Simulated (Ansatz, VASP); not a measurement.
One calculation of BeZn5Se6, two programs

```xyz
12
Lattice="6.8904 0.0000 0.0000 -3.4452 5.9673 0.0000 0.0000 0.0000 6.5393" Properties=species:S:1:pos:R:3 pbc="T T T"
Be    0.0000    0.0000    0.0197
Zn    3.4452    1.9891    0.0334
Zn    0.0000    3.9782    0.0334
Zn   -1.1199    1.9397    3.3127
Zn    2.3253    4.0276    3.3127
Zn    2.2397    0.0000    3.3127
Se    3.4452    1.9891    2.5129
Se    0.0000    3.9782    2.5129
Se    0.0000    0.0000    2.2908
Se   -1.0685    1.8506    5.7943
Se    2.3767    4.1166    5.7943
Se    2.1369    0.0000    5.7943
```

Alike in both runs: functional PBE; k mesh 6 × 6 × 4; occupations gaussian, width 0.02 eV; no spin polarisation.

Ansatz relaxed the structure, and its values are those at the end. VASP's run is a single point on that final structure, the one shown.

|  | VASP | Ansatz |
| --- | --- | --- |
| version | VASP 6.6.1 | Ansatz 0.2.0 |
| potentials or method | VASP PAW PBE potentials, release 64 (Be, Zn, Se), cutoff 520 eV | scalar-relativistic, plane waves, PAW |
| valence electrons in the cell | 98 | 158 |

VASP gave:

```
gap on the k mesh at the Fermi level (eV) : 1.55
least direct gap on the mesh (eV)         : 1.55
pressure (GPa)                            : 0.2
rms of the force components (eV/Å)        : 0.004
```

Question: What did Ansatz give for the same quantities?

Answer: gap on the k mesh at the Fermi level (eV): 1.55; least direct gap on the mesh (eV): 1.55; pressure (GPa): 0.0; rms of the force components (eV/Å): 0.002.

VASP's potentials hold 98 valence electrons a cell and Ansatz's 158, so a difference there can come from the potentials and not from the codes.
